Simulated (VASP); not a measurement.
Runs of VASP 6.6.1 on MoS2. The structure is that of space group P6/mmm (No. 191), or close to it. The cells are those of the table. 

```csv
cell,k mesh,gap on the mesh (eV),pressure (GPa)
"a = 4.222, b = 4.222, c = 2.872 Å, angles 90.0, 90.0, 120.0°, 3 atoms",8 × 8 × 6,none,-1.1
"a = 3.670, b = 3.670, c = 4.037 Å, angles 90.0, 90.0, 120.0°, 3 atoms",8 × 8 × 6,none,(a)
"a = 4.223, b = 4.223, c = 2.867 Å, angles 90.0, 90.0, 120.0°, 3 atoms",7 × 7 × 9,none,-1.0
"a = 4.222, b = 4.222, c = 2.872 Å, angles 90.0, 90.0, 120.0°, 3 atoms",7 × 7 × 9,none,-1.2
```

Alike in all rows: task single point; level r2SCAN+D3(BJ); potentials or basis VASP PAW PBE potentials, release 64 (Mo_sv, S); no spin polarisation; cutoff (eV) 520; smearing fermi-dirac 0.05 eV.

Fill in the values left out.

(a) 4.7.

Caveats: some runs use coarse meshes; three body term missing; the PAW data sets were made with another functional, which shifts forces and pressure a little; pairwise dispersion overbinds metals, which lowers pressure and volume.

A k mesh can miss the band edges, and the runs leave out spin-orbit coupling on Mo.

A gap of «none» marks levels without a gap at the run's occupations.
